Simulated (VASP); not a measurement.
A run of VASP 6.6.1 is set up as follows.

The input INCAR:

```
  PREC = Accurate
  ENCUT = 520
  EDIFF = 1E-6
  ISMEAR = 0
  SIGMA = 0.01
  LREAL = F
  LASPH = T
  NELM = 100
  ALGO = Normal
  ISIF = 2
  LWAVE = F
  LCHARG = T
  GGA = PE
  LELF = T
  LVHAR = T
  NBANDS = 25
```

Contents of KPOINTS:

```
Automatic mesh
0
Gamma
  6 6 8
```

POSCAR

```
SiO2
1.0
    4.0030396338      0.0000000000      0.0000000000
    0.0000000000      4.0030396338      0.0000000000
    0.0000000000      0.0000000000      2.5540184406
Si O
2 4
Direct
    0.0000000000      0.0000000000      0.0000000000
    0.5000000000      0.5000000000      0.5000000000
    0.3059000000      0.3059000000      0.0000000000
    0.1941000000      0.8059000000      0.5000000000
    0.6941000000      0.6941000000      0.0000000000
    0.8059000000      0.1941000000      0.5000000000
```

Potentials or basis: VASP PAW PBE potentials, release 64 (Si, O).

The run is started by

```console
$ cat potpaw_PBE.64/Si/POTCAR potpaw_PBE.64/O/POTCAR > POTCAR
$ mpirun -np 1 vasp_std > vasp.out
```

Problem. Predict the pressure.

Solution. 68.8 GPa.

Problem. What does it give for the largest force?

Solution. 1.122 eV/Å.

Problem. Estimate the band gap on the k mesh.

Solution. 7.15 eV, direct.

Forces in eV/Å, atoms in the order of the input:
```
Si   0.000  0.000  0.000
Si   0.000  0.000  0.000
O   -0.793 -0.793  0.000
O    0.793 -0.793  0.000
O    0.793  0.793  0.000
O   -0.793  0.793  0.000
```

Caveat: forces of over 1 eV/Å act on the atoms, so gaps and moduli don't describe the material at rest. A k mesh can miss the band edges.
